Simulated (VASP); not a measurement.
A run of VASP 6.6.1 is set up as follows.

Contents of INCAR:

```
  PREC = Accurate
  ENCUT = 520
  EDIFF = 1E-6
  ISMEAR = 0
  SIGMA = 0.1
  LREAL = F
  LASPH = T
  NELM = 100
  ALGO = Normal
  ISIF = 2
  LWAVE = F
  LCHARG = F
  GGA = PS
  NBANDS = 19
```

The input KPOINTS:

```
Automatic mesh
0
Gamma
  12 12 8
```

POSCAR

```
TiTe2
1.0
    3.6961233361      0.0000000000      0.0000000000
   -1.8480616680      3.2009367045      0.0000000000
    0.0000000000      0.0000000000      6.4445019150
Ti Te
1 2
Direct
    0.0000000000      0.0000000000      0.0000000000
    0.6666666667      0.3333333333      0.2673356117
    0.3333333333      0.6666666667      0.7326643883
```

Potentials or basis: VASP PAW PBE potentials, release 64 (Ti_sv, Te).

Launch:

```sh
$ cat potpaw_PBE.64/Ti_sv/POTCAR potpaw_PBE.64/Te/POTCAR > POTCAR
$ mpirun -np 1 vasp_std > vasp.out
```

Task: What does it give for the largest force?

Result: 0.019 eV/Å.

Task: Estimate the pressure.

Result: 0.0 GPa.

Task: What does it give for the band gap on the k mesh?

Result: Zero (bands 12 and 13 overlap by 0.84 eV).

Forces in eV/Å, atoms in the order of the input:
```
Ti   0.000  0.000  0.000
Te   0.000  0.000  0.019
Te   0.000  0.000 -0.019
```

Caveat: the PAW data sets were made with another functional, which shifts forces and pressure a little; spin-orbit coupling is left out, which moves the levels of the heavy elements; this functional lacks dispersion, which binds the layers, so the pressure and a relaxed spacing across them are unreliable.
